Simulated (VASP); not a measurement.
A run of VASP 6.6.1 is set up as follows.

File INCAR:

```
SYSTEM = Ga2O3
  PREC = Accurate
  ENCUT = 520
  EDIFF = 1E-6
  ISMEAR = -1
  SIGMA = 0.01
  LREAL = Auto
  LASPH = .TRUE.
  NELM = 100
  ALGO = Normal
  ISIF = 2
  LWAVE = .FALSE.
  LCHARG = .TRUE.
  GGA = PE
  LELF = .TRUE.
  LVHAR = .TRUE.
  NBANDS = 398
```

Contents of KPOINTS:

```
regular mesh
0
G
  1 1 1
  0 0 0
```

The input POSCAR:

```
Ga2O3
1.0
    5.0579508901      2.9202093417      9.0826160107
   -5.0579508901      2.9202093417      9.0826160107
    0.0000000000     -5.8404185821      9.0826160433
Ga O
32 48
Direct
    0.4279113626      0.4282056360      0.4286363886
    0.3220907136      0.3224405007      0.3228526690
    0.0720891162      0.0724247448      0.0728461311
    0.1778911206      0.1782044726      0.1786322342
    0.4278721473      0.4282186380      0.9286385628
    0.3220969540      0.3224230174      0.8228425293
    0.0721035204      0.0724262454      0.5728530554
    0.1778839628      0.1782259655      0.6786428802
    0.4278870225      0.9282267824      0.4286236484
    0.3220870217      0.8224203704      0.3228656320
    0.0720885321      0.5724178470      0.0728645994
    0.1778960276      0.6782177374      0.1786231192
    0.4278818149      0.9282027496      0.9286500271
    0.3221075478      0.8224244663      0.8228329336
    0.0721091505      0.5724317235      0.5728255860
    0.1778693857      0.6782084310      0.6786539749
    0.9278788730      0.4282071425      0.4286557876
    0.8221142798      0.3224273494      0.3228385892
    0.5721051394      0.0724392842      0.0728386818
    0.6778839448      0.1782177013      0.1786508109
    0.9278953272      0.4282287451      0.9286228126
    0.8220825555      0.3224298003      0.8228651282
    0.5720932650      0.0724121927      0.5728608463
    0.6778845354      0.1782168204      0.6786255997
    0.9278761039      0.9282133682      0.4286314945
    0.8220999504      0.8224194325      0.3228368844
    0.5721119486      0.5724266401      0.0728422965
    0.6778806635      0.6782267880      0.1786400357
    0.9278925434      0.9282171868      0.9286364933
    0.8220931594      0.8224380688      0.8228552400
    0.5720815789      0.5724366188      0.5728461267
    0.6778980040      0.6782023867      0.6786265452
    0.3749931716      0.2234403179      0.0276192826
    0.2231087824      0.0272017671      0.3757452318
    0.0268741910      0.3753065833      0.2238714610
    0.1249877066      0.2772064550      0.4738742894
    0.4731110851      0.1253356768      0.2776250608
    0.2768696935      0.4734394115      0.1257461930
    0.3749927195      0.2234456622      0.5276266694
    0.2231162413      0.0272007478      0.8757408379
    0.0268699494      0.3753355397      0.7238620444
    0.1249958917      0.2771957594      0.9738620934
    0.4731075282      0.1253127660      0.7776228876
    0.2768695989      0.4734387916      0.6257385165
    0.3750039405      0.7234393736      0.0276175411
    0.2231267727      0.5272053317      0.3757243333
    0.0268715516      0.8753190327      0.2238518051
    0.1249763787      0.7772020497      0.4738653762
    0.4731191737      0.6253233802      0.2776251104
    0.2768698937      0.9734324570      0.1257546123
    0.3749715260      0.7234413801      0.5276270014
    0.2231047317      0.5271952966      0.8757541318
    0.0268687644      0.8753233225      0.7238743408
    0.1249987968      0.7772024690      0.9738629961
    0.4731058059      0.6253151610      0.7776217098
    0.2768760386      0.9734456173      0.6257317424
    0.8749868579      0.2234496964      0.0276234938
    0.7231083650      0.0271945311      0.3757521311
    0.5268874639      0.3753255493      0.2238649674
    0.6250077090      0.2771922914      0.4738654602
    0.9731099876      0.1253171562      0.2776188943
    0.7768840845      0.4734536364      0.1257325286
    0.8749958895      0.2234374629      0.5276296703
    0.7231122139      0.0272130424      0.8757367301
    0.5268629495      0.3753242115      0.7238511947
    0.6249806663      0.2772083452      0.9738666748
    0.9731149793      0.1253261006      0.7776304195
    0.7768579173      0.4734405534      0.6257538078
    0.8749885156      0.7234515548      0.0276249735
    0.7231128977      0.5272080287      0.3757421093
    0.5268713526      0.8753332085      0.2238663113
    0.6249872796      0.7771971166      0.4738583264
    0.9731139434      0.6253069499      0.2776256627
    0.7768703094      0.9734447287      0.1257426117
    0.8749967411      0.7234328417      0.5276081316
    0.7231158575      0.5272059676      0.8757386916
    0.5268783448      0.8753051598      0.7238576615
    0.6249919043      0.7772098378      0.9738658985
    0.9731096978      0.6253336886      0.7776239892
    0.7768691001      0.9734324699      0.6257466021
```

Potentials or basis: VASP PAW PBE potentials, release 64 (Ga_d, O).

Launch:

```bash
$ cat potpaw_PBE.64/Ga_d/POTCAR potpaw_PBE.64/O/POTCAR > POTCAR
$ mpirun -np 1 vasp_gam > vasp.out
```

(1) Estimate the pressure.

(2) Predict the largest force.

Results:

(1) 0.4 GPa.

(2) 0.011 eV/Å.

Caveat: the k points lie up to 0.75 Å⁻¹ apart.
